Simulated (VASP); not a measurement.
Runs of VASP 6.6.1 on Re. The structure is that of space group P6_3/mmc (No. 194), or close to it. The cells are those of the table. 

```csv
cell,k mesh,smearing,gap on the mesh (eV),pressure (GPa)
"a = 2.761, b = 2.761, c = 4.458 Å, angles 90.0, 90.0, 120.0°, 2 atoms",9 × 9 × 4,gaussian 0.1 eV,none,(a)
"a = 2.812, b = 2.812, c = 4.549 Å, angles 90.0, 90.0, 120.0°, 2 atoms",18 × 18 × 10,gaussian 0.1 eV,none,-20.2
"a = 2.702, b = 2.702, c = 4.371 Å, angles 90.0, 90.0, 120.0°, 2 atoms",18 × 18 × 10,gaussian 0.1 eV,none,(b)
"a = 2.758, b = 2.758, c = 4.462 Å, angles 90.0, 90.0, 120.0°, 2 atoms",18 × 18 × 10,gaussian 0.1 eV,none,0.1
"a = 2.730, b = 2.730, c = 4.417 Å, angles 90.0, 90.0, 120.0°, 2 atoms",18 × 18 × 10,gaussian 0.1 eV,none,13.0
"a = 2.761, b = 2.761, c = 4.457 Å, angles 90.0, 90.0, 120.0°, 2 atoms",18 × 18 × 10,fermi-dirac 0.15 eV,none,0.1
"a = 2.785, b = 2.785, c = 4.506 Å, angles 90.0, 90.0, 120.0°, 2 atoms",18 × 18 × 10,gaussian 0.1 eV,none,-10.9
```

Alike in all rows: task single point; level r2SCAN; potentials or basis VASP PAW PBE potentials, release 64 (Re); no spin polarisation; cutoff (eV) 520.

Problem. Fill in the values left out.

Solution. (a) -0.5; (b) 28.1.

Caveats: the PAW data sets were made with another functional, which shifts forces and pressure a little; spin-orbit coupling is left out, which moves the levels of the heavy elements.

A k mesh can miss the band edges, and the runs leave out spin-orbit coupling on Re.

A gap of «none» marks levels without a gap at the run's occupations.
